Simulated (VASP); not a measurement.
# Al3B2As (Cmmm) in VASP: relaxation of cell and atoms with PBE

Aim: the relaxation of cell and atoms of Al3B2As with PBE.

Everything below comes from runs of VASP 6.6.1. Logs are shortened: lines on timing, memory, paths and dates and some standing lists are left out, and cuts for length are marked.

### 1 The cell of the first run

It takes space group Cmmm (No. 65, orthorhombic). The conventional cell has a = 3.318 Å, b = 13.564 Å, c = 3.939 Å, α = 90.00°, β = 90.00°, γ = 90.00°. Within 3.5 Å of Al (site symmetry m2m) lie 8 B at 2.46 to 3.40 Å and 2 As at 2.73 Å and 6 Al at 2.93 to 3.32 Å. Within 3.5 Å of Al (site symmetry mmm) lie 4 As at 2.58 Å and 6 Al at 2.93 to 3.32 Å and 4 B at 3.49 Å. Within 2.2 Å of B (site symmetry 2/m) lie 2 B at 1.66 Å. As (site symmetry mmm) has 8 Al at 2.58 to 2.73 Å and 2 As at 3.32 Å within 3.4 Å.

The cell was built from a structure type or drawn by symmetry, and may not be a known phase.

### 2 Relaxation of cell and atoms, PBE

File INCAR:

```
SYSTEM = Al3B2As
ALGO = Normal ; EDIFF = 1E-7
EDIFFG = -0.01 ; ENCUT = 600
GGA = PE ; IBRION = 2
ISIF = 3 ; ISMEAR = 0
LASPH = .True. ; LCHARG = .False.
LREAL = .False. ; LWAVE = .False.
NELM = 100 ; NSW = 100
PREC = Accurate ; SIGMA = 0.1
```

File KPOINTS:

```
k-points
0
Gamma
  12 12 10
  0 0 0
```

File POSCAR:

```
Al3B2As
1.0
    1.6592214603     -6.7821298521      0.0000000000
    1.6592214603      6.7821298521      0.0000000000
    0.0000000000      0.0000000000      3.9388614527
Al B As
3 2 1
Direct
    0.1597760883      0.8402239117      0.0000000000
    0.8402239117      0.1597760883      0.0000000000
    0.0000000000      0.0000000000      0.5000000000
    0.0000000000      0.5000000000      0.5000000000
    0.5000000000      0.0000000000      0.5000000000
    0.5000000000      0.5000000000      0.0000000000
```

Potentials or basis: VASP PAW PBE potentials, release 64 (Al, B, As).

Run with:

```
$ cat potpaw_PBE.64/Al/POTCAR potpaw_PBE.64/B/POTCAR potpaw_PBE.64/As/POTCAR > POTCAR
$ mpirun -np 1 vasp_std > vasp.out
```

OUTCAR:

```text
SYSTEM = Al3B2As
   EDIFF = 1E-7
   EDIFFG = -0.01
   ENCUT = 600
   GGA = PE
   IBRION = 2
   ISIF = 3
   ISMEAR = 0
   LASPH = .True.
   LREAL = .False.
   NELM = 100
   NSW = 100
   PREC = Accurate

 ion  position               nearest neighbor table
   1  0.160  0.840  0.000-   4 2.46   5 2.46   4 2.46   5 2.46   6 2.73   6 2.73   3 2.93   3 2.93
                             2 2.96   2 2.96
   2  0.840  0.160  0.000-   4 2.46   5 2.46   4 2.46   5 2.46   6 2.73   6 2.73   3 2.93   3 2.93
                             1 2.96   1 2.96
   3  0.000  0.000  0.500-   6 2.58   6 2.58   6 2.58   6 2.58   2 2.93   2 2.93   1 2.93   1 2.93

   4  0.000  0.500  0.500-   5 1.66   5 1.66   1 2.46   1 2.46   2 2.46   2 2.46
   5  0.500  0.000  0.500-   4 1.66   4 1.66   1 2.46   1 2.46   2 2.46   2 2.46
   6  0.500  0.500  0.000-   3 2.58   3 2.58   3 2.58   3 2.58   1 2.73   2 2.73   1 2.73   2 2.73

  LATTYP: Found a base centered orthorhombic cell.
 ALAT       =     3.3184429206
 B/A-ratio  =     4.0875374472
 C/A-ratio  =     1.1869607364

  Lattice vectors:

 A1 = (   1.6592214603,  -6.7821298521,   0.0000000000)
 A2 = (   1.6592214603,   6.7821298521,   0.0000000000)
 A3 = (   0.0000000000,   0.0000000000,   3.9388614527)

Analysis of symmetry for initial positions (statically):
=====================================================================
 Subroutine PRICEL returns:
 Original cell was already a primitive cell.

 Routine SETGRP: Setting up the symmetry group for a
 base centered orthorhombic supercell.

 Subroutine GETGRP returns: Found  8 space group operations
 (whereof  8 operations were pure point group operations)
 out of a pool of  8 trial point group operations.

The static configuration has the point symmetry D_2h.

Analysis of symmetry for dynamics (positions and initial velocities):
=====================================================================
 Subroutine PRICEL returns:
 Original cell was already a primitive cell.

 Routine SETGRP: Setting up the symmetry group for a
 base centered orthorhombic supercell.

 Subroutine GETGRP returns: Found  8 space group operations
 (whereof  8 operations were pure point group operations)
 out of a pool of  8 trial point group operations.

The dynamic configuration has the point symmetry D_2h.

 Subroutine INISYM returns: Found  8 space group operations
 (whereof  8 operations are pure point group operations),
 and found     1 'primitive' translations

[... 140 lines left out ...]

--------------------------------------- Ionic step        1  -------------------------------------------

 number of electron      20.0000000 magnetization

 Free energy of the ion-electron system (eV)
  ---------------------------------------------------
  ext. energy  EPLUGINS =         0.00000000
  ---------------------------------------------------
  free energy    TOTEN  =       -27.28625261 eV

  energy without entropy =      -27.27474010  energy(sigma->0) =      -27.28049635

------------------------ aborting loop because EDIFF is reached ----------------------------------------

  FORCE on cell =-STRESS in cart. coord.  units (eV):
  Direction    XX          YY          ZZ          XY          YZ          ZX
  --------------------------------------------------------------------------------------
  -------------------------------------------------------------------------------------
  Total        0.8248114     -0.3466990     -0.9927481     -0.0000000      0.0000000      0.0000000
  in kB       14.9071323     -6.2660234    -17.9423148     -0.0000000      0.0000000      0.0000000
  external PRESSURE =      -3.1004020 kB  Pullay stress =       0.0000000 kB
[... 101 lines left out ...]
  FREE ENERGIE OF THE ION-ELECTRON SYSTEM (eV)
  ---------------------------------------------------
  free  energy   TOTEN  =       -27.3067139722 eV

  energy  without entropy=      -27.2946144110  energy(sigma->0) =      -27.30066419

[... ionic steps 4 to 10 ...]

--------------------------------------- Ionic step       11  -------------------------------------------

 number of electron      20.0000001 magnetization

------------------------ aborting loop because EDIFF is reached ----------------------------------------
[... 75 lines left out ...]
--------------------------------------- Ionic step       13  -------------------------------------------

 number of electron      20.0000001 magnetization

 Free energy of the ion-electron system (eV)
  ---------------------------------------------------
  ext. energy  EPLUGINS =         0.00000000
  ---------------------------------------------------
  free energy    TOTEN  =       -27.31060101 eV

  energy without entropy =      -27.29903125  energy(sigma->0) =      -27.30481613

 E-fermi :   7.1477     XC(G=0): -10.3308

 val. band max:        7.1456968022   @ k =   0.4167   0.0000   0.1000
 cond. band min:       7.1559242160   @ k =   0.4167   0.4167   0.5000
 fundamental gap:      0.0102274138
 Fermi energy:         7.1476711176

 k-point     1 :       0.0000    0.0000    0.0000
  band No.  band energies     occupation
      1      -6.7492      2.00000
      2      -4.6842      2.00000
      3      -0.8868      2.00000
      4       2.3283      2.00000
      5       2.5233      2.00000
      6       3.8965      2.00000
      7       4.6974      2.00000
      8       5.2655      2.00000
      9       5.5603      2.00000
     10       5.7126      2.00000
     11       7.7515      0.00000
     12       8.3712      0.00000
     13       9.3079      0.00000
     14      10.1872      0.00000
[... 377 lines left out ...]
      1      -5.9419      2.00000
      2      -4.3385      2.00000
      3      -0.1363      2.00000
      4       0.9792      2.00000
      5       1.5099      2.00000
      6       3.3946      2.00000
      7       3.7738      2.00000
      8       4.3725      2.00000
      9       6.2882      2.00000
     10       6.5870      2.00000
     11       7.5623      0.00000
     12       8.9281      0.00000
     13       9.0420      0.00000
     14       9.6749      0.00000

 [... further k-points ...]

------------------------ aborting loop because EDIFF is reached ----------------------------------------

  FORCE on cell =-STRESS in cart. coord.  units (eV):
  Direction    XX          YY          ZZ          XY          YZ          ZX
  --------------------------------------------------------------------------------------
  -------------------------------------------------------------------------------------
  Total       -0.0549148      0.0327466      0.0047471     -0.0000000      0.0000000      0.0000000
  in kB       -1.0086631      0.6014825      0.0871938     -0.0000000      0.0000000      0.0000000
  external PRESSURE =      -0.1066622 kB  Pullay stress =       0.0000000 kB
[... 21 lines left out ...]
  FREE ENERGIE OF THE ION-ELECTRON SYSTEM (eV)
  ---------------------------------------------------
  free  energy   TOTEN  =       -27.3106010109 eV

  energy  without entropy=      -27.2990312544  energy(sigma->0) =      -27.30481613

 reached required accuracy - stopping structural energy minimisation
```

OSZICAR:

```text
N       E                     dE             d eps       ncg     rms          rms(c)
DAV:   1     0.479798654812E+02    0.47980E+02   -0.87212E+03  7224   0.134E+03
DAV:   2    -0.250274733625E+02   -0.73007E+02   -0.70713E+02  9444   0.170E+02
[... 102 lines left out ...]
  12 F= -.27310534E+02 E0= -.27304723E+02  d E =-.330565E-04
       N       E                     dE             d eps       ncg     rms          rms(c)
DAV:   1    -0.273106615038E+02   -0.12790E-03   -0.38213E-03  8628   0.390E-01    0.341E-02
DAV:   2    -0.273106122518E+02    0.49252E-04   -0.17381E-04  8946   0.774E-02    0.175E-02
DAV:   3    -0.273106010749E+02    0.11177E-04   -0.40852E-05  9196   0.328E-02    0.634E-03
DAV:   4    -0.273106009608E+02    0.11411E-06   -0.27530E-06  8940   0.111E-02    0.201E-03
DAV:   5    -0.273106010109E+02   -0.50102E-07   -0.17389E-07  6086   0.278E-03
  13 F= -.27310601E+02 E0= -.27304816E+02  d E =-.100420E-03
```

CONTCAR:

```text
Al3B2As
   1.00000000000000
     1.6837074153032574   -6.7735199520493472    0.0000000000000000
     1.6837074153032574    6.7735199520493472    0.0000000000000000
     0.0000000000000000    0.0000000000000000    3.8242167523870392
  Al              B               As
     3     2     1
Direct
     0.1621098414739381    0.8378901585260620    0.0000000000000000
     0.8378901585260620    0.1621098414739381    0.0000000000000000
     0.0000000000000000    0.0000000000000000    0.5000000000000000
     0.0000000000000000    0.5000000000000000    0.5000000000000000
     0.5000000000000000    0.0000000000000000    0.5000000000000000
     0.5000000000000000    0.5000000000000000    1.0000000000000000

  0.00000000E+00  0.00000000E+00  0.00000000E+00
  0.00000000E+00  0.00000000E+00  0.00000000E+00
  0.00000000E+00  0.00000000E+00  0.00000000E+00
  0.00000000E+00  0.00000000E+00  0.00000000E+00
  0.00000000E+00  0.00000000E+00  0.00000000E+00
  0.00000000E+00  0.00000000E+00  0.00000000E+00
```

Wall time 30 min (1 thread of Intel Xeon 6975P-C (Granite Rapids), shared host); peak memory 0.64 GiB.

Results:

- Free energy: -27.3106 eV
- Relaxed volume: 14.54 Å³/atom
- Relaxed cell: a = 6.980 Å, b = 6.980 Å, c = 3.824 Å, α = 90.00°, β = 90.00°, γ = 152.08°
- Space group after relaxing (to 0.1 Å): Cmmm (No. 65)
- Energy gained by relaxing: 4.1 meV/atom
- Ionic steps: 13
- Pressure after relaxing: 0.0 GPa
- Band gap on the k mesh: zero (bands 10 and 11 overlap by 3.01 eV)

Step by step:
```
step  energy change (eV)  largest force (eV/Å)  pressure (GPa)  volume (Å³)
   1              0.0000                0.1624           -0.31        88.65
   2             -0.0134                0.1265           -0.46        88.28
   3             -0.0205                0.1010           -0.60        87.79
   4             -0.0207                0.1002           -0.62        87.69
   5             -0.0229                0.0308            0.55        86.62
   6             -0.0233                0.0502            0.22        86.91
   7             -0.0240                0.0145            0.11        87.05
   8             -0.0241                0.0195            0.00        87.19
   9             -0.0241                0.0148            0.02        87.17
  10             -0.0242                0.0103           -0.03        87.21
  11             -0.0242                0.0029           -0.10        87.28
  12             -0.0243                0.0020           -0.08        87.27
  13             -0.0243                0.0001           -0.01        87.23
```

Final structure:
```xyz
6
Lattice="1.6837 -6.7735 0.0000 1.6837 6.7735 0.0000 0.0000 0.0000 3.8242" Properties=species:S:1:pos:R:3 pbc="T T T"
Al    1.6837    4.5774    0.0000
Al    1.6837   -4.5774    0.0000
Al    0.0000    0.0000    1.9121
B     0.8419    3.3868    1.9121
B     0.8419   -3.3868    1.9121
As    1.6837    0.0000    3.8242
```
